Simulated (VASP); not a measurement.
# TiAl3 (Pmm2) in VASP: notebook

TiAl3 is run at these levels: PBEsol; tasks: single point.

Everything below comes from runs of VASP 6.6.1. Logs are shortened: lines on timing, memory, paths and dates and some standing lists are left out, and cuts for length are marked.

## (1) The cell of the first run

The structure is orthorhombic, space group Pmm2 (No. 25). Conventional cell: a = 2.635 Å, b = 4.453 Å, c = 4.692 Å, α = 90.00°, β = 90.00°, γ = 90.00°. Within 3.5 Å of Ti (site symmetry mm2) lie 2 Ti at 2.64 Å and 10 Al at 2.69 to 2.71 Å. Al (site symmetry mm2) has 10 Al at 2.64 to 2.72 Å and 2 Ti at 2.69 Å within 3.5 Å. Al (site symmetry mm2) has 8 Al at 2.64 to 2.71 Å and 4 Ti at 2.71 Å within 3.5 Å. Al (site symmetry mm2) has 8 Al at 2.64 to 2.72 Å and 4 Ti at 2.69 Å within 3.5 Å.

## (2) Single point, PBEsol

File INCAR:

```
ALGO = Normal
EDIFF = 1E-7
ENCUT = 520
GGA = PS
ISIF = 2
ISMEAR = -1
LASPH = True
LCHARG = False
LREAL = False
LWAVE = False
NBANDS = 18
NELM = 100
PREC = Accurate
SIGMA = 0.05
```

File KPOINTS:

```
k-points
0
Gamma
  9 6 6
```

File POSCAR:

```
TiAl3
1.0
    2.6353685856      0.0000000000      0.0000000000
    0.0000000000      4.4533990436      0.0000000000
    0.0000000000      0.0000000000      4.6924169183
Ti Al
1 3
Direct
    0.0000000000      0.5000000000      0.1625002856
    0.0000000000      0.0000000000      0.8400481571
    0.5000000000      0.0000000000      0.3357417481
    0.5000000000      0.5000000000      0.6617088092
```

Potentials or basis: VASP PAW PBE potentials, release 64 (Ti_sv, Al).

On the command line:

```
$ cat potpaw_PBE.64/Ti_sv/POTCAR potpaw_PBE.64/Al/POTCAR > POTCAR
$ mpirun -np 1 vasp_std > vasp.out
```

OUTCAR:

```text
EDIFF = 1E-7
   ENCUT = 520
   GGA = PS
   ISIF = 2
   ISMEAR = -1
   LASPH = True
   LREAL = False
   NELM = 100
   PREC = Accurate

 ion  position               nearest neighbor table
   1  0.000  0.500  0.163-   4 2.69   4 2.69   2 2.69   2 2.69   4 2.69   4 2.69   3 2.71   3 2.71
                             3 2.71   3 2.71
   2  0.000  0.000  0.840-   3 2.67   3 2.67   1 2.69   1 2.69   3 2.71   3 2.71   4 2.72   4 2.72
                             4 2.72   4 2.72
   3  0.500  0.000  0.336-   2 2.67   2 2.67   4 2.70   4 2.70   2 2.71   2 2.71   1 2.71   1 2.71
                             1 2.71   1 2.71
   4  0.500  0.500  0.662-   1 2.69   1 2.69   1 2.69   1 2.69   3 2.70   3 2.70   2 2.72   2 2.72
                             2 2.72   2 2.72

  LATTYP: Found a simple orthorhombic cell.
 ALAT       =     2.6353685856
 B/A-ratio  =     1.6898581352
 C/A-ratio  =     1.7805543194

  Lattice vectors:

 A1 = (   2.6353685856,   0.0000000000,   0.0000000000)
 A2 = (   0.0000000000,   4.4533990436,   0.0000000000)
 A3 = (   0.0000000000,   0.0000000000,   4.6924169183)

Analysis of symmetry for initial positions (statically):
=====================================================================
 Subroutine PRICEL returns:
 Original cell was already a primitive cell.

 Routine SETGRP: Setting up the symmetry group for a
 simple orthorhombic supercell.

 Subroutine GETGRP returns: Found  4 space group operations
 (whereof  4 operations were pure point group operations)
 out of a pool of  8 trial point group operations.

The static configuration has the point symmetry C_2v.

Analysis of symmetry for dynamics (positions and initial velocities):
=====================================================================
 Subroutine PRICEL returns:
 Original cell was already a primitive cell.

 Routine SETGRP: Setting up the symmetry group for a
 simple orthorhombic supercell.

 Subroutine GETGRP returns: Found  4 space group operations
 (whereof  4 operations were pure point group operations)
 out of a pool of  8 trial point group operations.

The dynamic configuration has the point symmetry C_2v.

 Subroutine INISYM returns: Found  4 space group operations
 (whereof  4 operations are pure point group operations),
 and found     1 'primitive' translations

[... 90 lines left out ...]
   ISTART =      0    job   : 0-new  1-cont  2-samecut
   ICHARG =      2    charge: 1-file 2-atom 10-const
   ISPIN  =      1    spin polarized calculation?
   LNONCOLLINEAR =      F non collinear calculations
   LSORBIT =      F    spin-orbit coupling
   LASPH  =      T    aspherical Exc in radial PAW
   ENCUT  =  520.0 eV  38.22 Ry    6.18 a.u.   4.90  8.28  8.72*2*pi/ulx,y,z
   NELM   =    100;   NELMIN=  2; NELMDL= -5     # of ELM steps
   EDIFF  = 0.1E-06   stopping-criterion for ELM
   LREAL  =      F    real-space projection
   EDIFFG = 0.1E-05   stopping-criterion for IOM
   NSW    =      0    number of steps for IOM
   IBRION =     -1    ionic relax: 0-MD 1-quasi-New 2-CG
   NFREE  =      0    steps in history (QN), initial steepest desc. (CG)
   ISIF   =      2    stress and relaxation
   ISYM   =      2    0-nonsym 1-usesym 2-fastsym
   POTIM  = 0.5000    time-step for ionic-motion
   TEBEG  =    0.0;   TEEND  =   0.0 temperature during run
   PSTRESS=    0.0 pullay stress
   NELECT =      21.0000    total number of electrons
   NUPDOWN=      -1.0000    fix difference up-down
   EMIN   =  10.00;   EMAX   =-10.00  energy-range for DOS
   EFERMI =   0.00;   METHOD = LEGACY
   ISMEAR =    -1;   SIGMA  =   0.05  broadening in eV -4-tet -1-fermi 0-gaus
   EFERMI_NEDOS =   21; number of points for ismear=-14 and -15
   IALGO  =     38    algorithm
   IMIX   =      4    mixing-type and parameters
     AMIX     =   0.40;   BMIX     =  1.00
     AMIX_MAG =   1.60;   BMIX_MAG =  1.00
  volume/ion in A,a.u.               =      13.77        92.91
  Fermi-wavevector in a.u.,A,eV,Ry     =   1.187148  2.243384 19.174957  1.409320
  Thomas-Fermi vector in A             =   2.323305
   LORBIT       =      0    0 simple, 1 ext, 2 COOP (PROOUT), +10 PAW based schemes
   GGA     = PS    functional components
   LHFCALC =     F    Hartree Fock is set to
   AEXX    =    0.0000 exact exchange contribution
   IVDW    =     0    specifies the selected vdW correction
   LEPSILON=     F    determine dielectric tensor
   LRPA    =     F    only Hartree local field effects (RPA)
 non-spin polarized calculation
  energy-cutoff  :      520.00
  volume of cell :       55.07
 maximum number of plane-waves:      1507
 NGX is ok and might be reduce to    20
   NGX =  9   NGY = 17   NGZ = 17

 number of electron      20.9999995 magnetization

 Free energy of the ion-electron system (eV)
  ---------------------------------------------------
  ext. energy  EPLUGINS =         0.00000000
  ---------------------------------------------------
  free energy    TOTEN  =       -21.13107440 eV

  energy without entropy =      -21.11370795  energy(sigma->0) =      -21.12239118

 E-fermi :   9.7770     XC(G=0): -11.4017

 val. band max:        9.7734013373   @ k =   0.1111   0.5000   0.1667
 cond. band min:       9.7880916747   @ k =   0.2222   0.3333   0.1667
 fundamental gap:      0.0146903374
 Fermi energy:         9.7769645670

 k-point     1 :       0.0000    0.0000    0.0000
  band No.  band energies     occupation
      1     -46.0341      2.00000
      2     -22.5128      2.00000
      3     -22.5064      2.00000
      4     -21.9091      2.00000
      5      -1.3153      2.00000
      6       4.1508      2.00000
[... 481 lines left out ...]
      5       1.2061      2.00000
      6       5.2168      2.00000
[... 10 lines left out ...]
     17      14.4596      0.00000
     18      15.7078      0.00000

 [... further k-points ...]
[... 5 lines left out ...]
  --------------------------------------------------------------------------------------
  -------------------------------------------------------------------------------------
  Total        6.9044746      6.9067951      6.9150962      0.0000000      0.0000000      0.0000000
  in kB      200.8684142    200.9359227    201.1774219      0.0000000      0.0000000      0.0000000
  external PRESSURE =     200.9939196 kB  Pullay stress =       0.0000000 kB

 VOLUME and BASIS-vectors are now :
 -----------------------------------------------------------------------------
  energy-cutoff  :      520.00
  volume of cell :       55.07
      direct lattice vectors                 reciprocal lattice vectors
     2.635368586  0.000000000  0.000000000     0.379453563  0.000000000  0.000000000
     0.000000000  4.453399044  0.000000000     0.000000000  0.224547585  0.000000000
     0.000000000  0.000000000  4.692416918     0.000000000  0.000000000  0.213109793

 POSITION                                       TOTAL-FORCE (eV/Angst)
 -----------------------------------------------------------------------------------
      0.00000      2.22670      0.76252         0.000000      0.000000     -0.001096
      0.00000      0.00000      3.94186         0.000000      0.000000      0.000044
      1.31768      0.00000      1.57544         0.000000      0.000000      0.001031
      1.31768      2.22670      3.10501         0.000000      0.000000      0.000021
 -----------------------------------------------------------------------------------
    total drift:                               -0.000000      0.000000      0.000680

  FREE ENERGIE OF THE ION-ELECTRON SYSTEM (eV)
  ---------------------------------------------------
  free  energy   TOTEN  =       -21.1310743986 eV

  energy  without entropy=      -21.1137079521  energy(sigma->0) =      -21.12239118
```

OSZICAR:

```text
N       E                     dE             d eps       ncg     rms          rms(c)
DAV:   1     0.138143131668E+03    0.13814E+03   -0.95243E+03  2880   0.111E+03
DAV:   2    -0.922446427513E+01   -0.14737E+03   -0.14361E+03  2918   0.306E+02
DAV:   3    -0.219184554287E+02   -0.12694E+02   -0.12477E+02  5024   0.756E+01
DAV:   4    -0.226476500294E+02   -0.72919E+00   -0.72749E+00  3612   0.150E+01
DAV:   5    -0.226744310599E+02   -0.26781E-01   -0.26774E-01  4166   0.288E+00    0.121E+01
DAV:   6    -0.219845973667E+02    0.68983E+00   -0.18210E+01  3764   0.321E+01    0.654E+00
DAV:   7    -0.212003924927E+02    0.78420E+00   -0.61135E+00  3692   0.173E+01    0.381E+00
DAV:   8    -0.211362296029E+02    0.64163E-01   -0.46988E-01  3618   0.617E+00    0.839E-01
DAV:   9    -0.211308220639E+02    0.54075E-02   -0.54181E-02  3380   0.225E+00    0.406E-01
DAV:  10    -0.211310645774E+02   -0.24251E-03   -0.30515E-03  3630   0.447E-01    0.136E-01
DAV:  11    -0.211310663395E+02   -0.17621E-05   -0.78786E-04  3554   0.217E-01    0.105E-01
DAV:  12    -0.211310749123E+02   -0.85728E-05   -0.15919E-04  3310   0.123E-01    0.105E-02
DAV:  13    -0.211310743939E+02    0.51848E-06   -0.40588E-06  3596   0.193E-02    0.913E-03
DAV:  14    -0.211310743986E+02   -0.47037E-08   -0.75489E-07  3212   0.780E-03
   1 F= -.21131074E+02 E0= -.21122391E+02  d E =-.173664E-01
```

stdout:

```text
POSCAR found type information on POSCAR TiAl
 POSCAR found :  2 types and       4 ions
 scaLAPACK will be used
 -----------------------------------------------------------------------------
|                                                                             |
|                                                                             |
|     You enforced a specific xc type in the INCAR file but a different       |
|     I HOPE YOU KNOW WHAT YOU ARE DOING!                                     |
|                                                                             |
 -----------------------------------------------------------------------------

 LDA part: xc-table for (Slater+PW92), standard interpolation
 POSCAR, INCAR and KPOINTS ok, starting setup
 FFT: planning ... GRIDC
 FFT: planning ... GRID_SOFT
 FFT: planning ... GRID
 WAVECAR not read
 entering main loop
```

It took 68 s on 1 thread of Intel Xeon Platinum 8259CL at 2.50GHz (Skylake/Cascade Lake), shared host; peak memory 0.21 GiB.

Results:

- Free energy: -21.1311 eV
- Pressure: 20.1 GPa

Caveat: the PAW data sets were made with another functional, which shifts forces and pressure a little.

## (3) Single point, PBEsol

This run uses another cell than the first one, of 14.65 Å³/atom, 1.064 times its volume.

File INCAR:

```
  ALGO = Normal
  EDIFF = 1E-6
  ENCUT = 520
  GGA = PS
  ISIF = 2
  ISMEAR = -1
  LASPH = True
  LCHARG = False
  LREAL = False
  LWAVE = False
  NBANDS = 18
  NELM = 60
  PREC = Accurate
  SIGMA = 0.05
```

KPOINTS is that of step 2.

File POSCAR:

```
TiAl3
1.0
    2.6913059436      0.0000000000      0.0000000000
    0.0000000000      4.5525609545      0.0000000000
    0.0000000000      0.0000000000      4.7838057095
Ti Al
1 3
Direct
    0.0000000000      0.5000000000      0.1626466121
    0.0000000000      0.0000000000      0.8401540240
    0.5000000000      0.0000000000      0.3349918587
    0.5000000000      0.5000000000      0.6622065052
```

Potentials or basis: VASP PAW PBE potentials, release 64 (Ti_sv, Al).

On the command line:

```
$ cat potpaw_PBE.64/Ti_sv/POTCAR potpaw_PBE.64/Al/POTCAR > POTCAR
$ mpirun -np 1 vasp_std > vasp.out
```

Wall time 65 s (1 thread of Intel Xeon Platinum 8259CL at 2.50GHz (Skylake/Cascade Lake), shared host); peak memory 0.22 GiB.

It converged, with:

```yaml
Free_energy: -21.4597 eV
Pressure: 10.1 GPa
```

Levels at points of the mesh, in eV from the Fermi level:
```
           k point  band 7  band 8  band 9  band 10  band 11  band 12  band 13  band 14  band 15  band 16
(0.00, 0.00, 0.00)   -4.08   -3.80   -2.78    -1.01    -0.50     2.83     2.86     2.89     2.92     3.47
(0.00, 0.50, 0.00)   -3.85   -3.38   -2.13    -1.65    -0.23     2.77     2.84     2.97     3.32     4.83
(0.00, 0.00, 0.50)   -3.79   -2.39   -2.23    -1.16    -0.40     2.46     2.75     2.93     3.34     4.42
(0.00, 0.50, 0.50)   -7.42   -5.05   -0.28    -0.10     0.72     2.77     2.80     3.66     5.14     5.38
```

Caveat: the PAW data sets were made with another functional, which shifts forces and pressure a little.

## (4) Single point, PBEsol

This run uses another cell than the first one, of 15.22 Å³/atom, 1.105 times its volume.

File INCAR:

```
  PREC = Accurate
  ENCUT = 520
  EDIFF = 1E-6
  ISMEAR = -1
  SIGMA = 0.05
  LREAL = F
  LASPH = T
  NELM = 60
  ALGO = Normal
  ISIF = 2
  LWAVE = F
  LCHARG = T
  GGA = PS
  LELF = T
  LVHAR = T
  NBANDS = 18
```

File KPOINTS:

```
regular mesh
0
Gamma
  9 6 6
```

File POSCAR:

```
TiAl3
1.0
    2.7251629024      0.0000000000      0.0000000000
    0.0000000000      4.6150032643      0.0000000000
    0.0000000000      0.0000000000      4.8396671069
Ti Al
1 3
Direct
    0.0000000000      0.5000000000      0.1627345137
    0.0000000000      0.0000000000      0.8402604463
    0.5000000000      0.0000000000      0.3344100564
    0.5000000000      0.5000000000      0.6625939836
```

On the command line:

```
$ cat potpaw_PBE.64/Ti_sv/POTCAR potpaw_PBE.64/Al/POTCAR > POTCAR
$ mpirun -np 1 vasp_std > vasp.out
```

It took 65 s on 1 thread of Intel Xeon Platinum 8259CL at 2.50GHz (Skylake/Cascade Lake), shared host; peak memory 0.22 GiB.

Results (log left out):

```
Free energy   : -21.5654 eV
Pressure      : 5.0 GPa
Largest force : 0.006 eV/Å
```

Forces in eV/Å, atoms in the order of the input:
```
Ti   0.000  0.000 -0.001
Al   0.000  0.000 -0.002
Al   0.000  0.000  0.006
Al   0.000  0.000 -0.003
```

Levels at points of the mesh, in eV from the Fermi level:
```tsv
k point	band 8	band 9	band 10	band 11	band 12	band 13	band 14	band 15
(0.00, 0.00, 0.00)	-3.71	-2.77	-0.94	-0.48	2.71	2.74	2.78	2.79
(0.00, 0.50, 0.00)	-3.34	-2.11	-1.62	-0.22	2.65	2.72	2.83	3.20
(0.00, 0.00, 0.50)	-2.37	-2.24	-1.17	-0.38	2.38	2.63	2.80	3.25
(0.00, 0.50, 0.50)	-4.97	-0.26	-0.10	0.71	2.65	2.68	3.60	4.98
```

Caveat: the PAW data sets were made with another functional, which shifts forces and pressure a little.

## (5) Summary

| cell | gap on the mesh (eV) | pressure (GPa) |
| --- | --- | --- |
| a = 2.635, b = 4.453, c = 4.692 Å, 4 atoms | none | 20.1 |
| a = 2.691, b = 4.553, c = 4.784 Å, 4 atoms | none | 10.1 |
| a = 2.725, b = 4.615, c = 4.840 Å, 4 atoms | none | 5.0 |

Alike in all rows: task single point; level PBEsol; potentials or basis VASP PAW PBE potentials, release 64 (Ti_sv, Al); no spin polarisation; k mesh 9 × 6 × 6; cutoff (eV) 520; smearing fermi-dirac 0.05 eV.

Caveats: the PAW data sets were made with another functional, which shifts forces and pressure a little.

Absolute energies hang on the potentials; compare differences alone.
